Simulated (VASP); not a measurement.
Crystal: PbS (Galena).

```
Pb S
1.0
     0.00000    2.98539    2.98539
     2.98539    0.00000    2.98539
     2.98539    2.98539    0.00000
Pb S
1 1
Cartesian
  0.0000 0.0000 0.0000
  2.9854 2.9854 2.9854
```

Base run:

- Program: VASP 6.6.1
- Functional: r2SCAN
- Potentials or basis: VASP PAW PBE potentials, release 64 (Pb_d, S)
- Cutoff: 520 eV
- k mesh: 8 × 8 × 8
- Occupations: fermi-dirac, width 0.05 eV
- Spin: no spin polarisation

Its results: band gap on the k mesh 0.70 eV, direct; pressure 0.1 GPa.

Q: The run is repeated on the same cell with these changes: functional from r2SCAN to PBEsol; dispersion from none to D4. What comes out?

A: Band gap on the k mesh 0.33 eV, direct; pressure -3.1 GPa.

Several settings changed at once, so the effect can't be laid on one alone.

Caveats: the PAW data sets were made with another functional, which shifts forces and pressure a little; spin-orbit coupling is left out, which moves the levels of the heavy elements.

A k mesh can miss the band edges.
